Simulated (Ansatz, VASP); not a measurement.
## One calculation of YbSe2, two programs

Contents of INCAR:

```
ALGO = Normal
EDIFF = 1E-6
ENCUT = 520
GGA = PE
ISIF = 2
ISMEAR = 0
ISPIN = 2
LASPH = True
LCHARG = False
LMAXMIX = 6
LORBIT = 11
LREAL = False
LWAVE = False
MAGMOM = 1 0 0
NBANDS = 29
NELM = 150
PREC = Accurate
SIGMA = 0.05
```

File KPOINTS:

```
k-points
0
Gamma
  15 15 15
```

Contents of POSCAR:

```
YbSe2
1.0
    0.0000000000      3.4085997213      3.4085997213
    3.4085997213      0.0000000000      3.4085997213
    3.4085997213      3.4085997213      0.0000000000
Yb Se
1 2
Direct
    0.0000000000      0.0000000000      0.0000000000
    0.2500000000      0.2500000000      0.2500000000
    0.7500000000      0.7500000000      0.7500000000
```

Input for Ansatz:

```yaml
crystal:
  lattice:
    - [0.0, 3.4085997213, 3.4085997213]
    - [3.4085997213, 0.0, 3.4085997213]
    - [3.4085997213, 3.4085997213, 0.0]
  atoms:
    - { symbol: Yb, position: [0.0, 0.0, 0.0], spin: 1.0 }
    - { symbol: Se, position: [0.25, 0.25, 0.25] }
    - { symbol: Se, position: [0.75, 0.75, 0.75] }
basis:
  ecutwfc: 420
  ecutrho_ratio: 4
kpoints:
  mp_grid: { grid: [15, 15, 15] }
hamiltonian:
  xc: pbe
scf:
  occupations: { method: gaussian, width: 0.05 }
  initial_density: { chi_scale: 0.3 }
output:
  forces: true
  stress: true
magnetization:
  spin_polarized: true
```

Alike in both runs: task single point; functional PBE; k mesh 15 × 15 × 15; occupations gaussian, width 0.05 eV; collinear spin.

|  | VASP | Ansatz |
| --- | --- | --- |
| version | VASP 6.6.1 | Ansatz 0.2.0 |
| potentials or method | VASP PAW PBE potentials, release 64 (Yb, Se), cutoff 520 eV | scalar-relativistic, plane waves, PAW |
| valence electrons in the cell | 36 | 56 |

VASP gave:

| Quantity | Value |
| --- | --- |
| pressure (GPa) | 0.1 |
| net moment per atom (μB) | 0.00 |

Question: What did Ansatz give for the same quantities?

Answer: Pressure (GPa): 0.0; net moment per atom (μB): 0.00.

VASP's potentials hold 36 valence electrons a cell and Ansatz's 56, so a difference there can come from the potentials and not from the codes. Ansatz's warnings: given moment on shells, seeded moment not kept.

Spin-orbit coupling is off throughout.
